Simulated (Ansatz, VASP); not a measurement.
# Two plane-wave programs on Tl

File POSCAR:

```
Tl
1.0
    3.1388720245      0.0000000000      0.0000000000
    0.0000000000      3.1388720245      0.0000000000
    0.0000000000      0.0000000000      3.1388720245
Tl
1
Direct
    0.0000000000      0.0000000000      0.0000000000
```

The input INCAR.step1:

```
PREC = Accurate ; ENCUT = 520
ISMEAR = -1 ; SIGMA = 0.1
LREAL = False ; LASPH = True
NELM = 100 ; NBANDS = 12
GGA = PE ; ALGO = Normal
EDIFF = 1E-4 ; LWAVE = True
LCHARG = False
```

File INCAR.step2:

```
PREC = Accurate ; ENCUT = 520
EDIFF = 1E-6 ; ISMEAR = -1
SIGMA = 0.1 ; LREAL = False
LASPH = True ; NELM = 100
ALGO = Normal ; ISIF = 2
LWAVE = False ; LCHARG = False
METAGGA = R2SCAN ; LMIXTAU = True
NBANDS = 12 ; ISTART = 1
```

KPOINTS

```
Automatic mesh
0
Gamma
  11 11 11
```

Input for Ansatz:

```yaml
crystal:
  lattice:
    - [3.1388720245, 0.0, 0.0]
    - [0.0, 3.1388720245, 0.0]
    - [0.0, 0.0, 3.1388720245]
  atoms:
    - { symbol: Tl, position: [0.0, 0.0, 0.0] }
hamiltonian:
  xc: r2scan
  pseudopotentials:
    kind: paw
    azcp:
      Tl: "pseudopotentials/Tl.paw.azcp"
basis:
  ecutwfc: 500
  fft_grid_basis: typed
kpoints:
  mp_grid: { grid: [11, 11, 11], shift: [0, 0, 0] }
magnetization:
  spin_polarized: false
scf:
  occupations: { method: fermi_dirac, width: 0.1 }
  lower_state_search: "off"
output:
  stress: true
  write_density: true
  write_potential: true
  elf: true
  volumetric_format: npy
```

Alike in both runs: task single point; functional r2SCAN; k mesh 11 × 11 × 11; occupations fermi-dirac, width 0.1 eV; no spin polarisation.

|  | VASP | Ansatz |
| --- | --- | --- |
| version | VASP 6.6.1 | Ansatz 0.2.0 |
| potentials or method | VASP PAW PBE potentials, release 64 (Tl_d), cutoff 520 eV | plane waves (500 eV) with PAW, scalar-relativistic |
| valence electrons in the cell | 13 | 13 |

```tsv
	VASP	Ansatz	Ansatz less VASP
pressure (GPa)	1.5	1.5	+0.02
```

VASP's potentials were made for PBE, not for r2SCAN.

Neither program's run includes spin-orbit coupling.
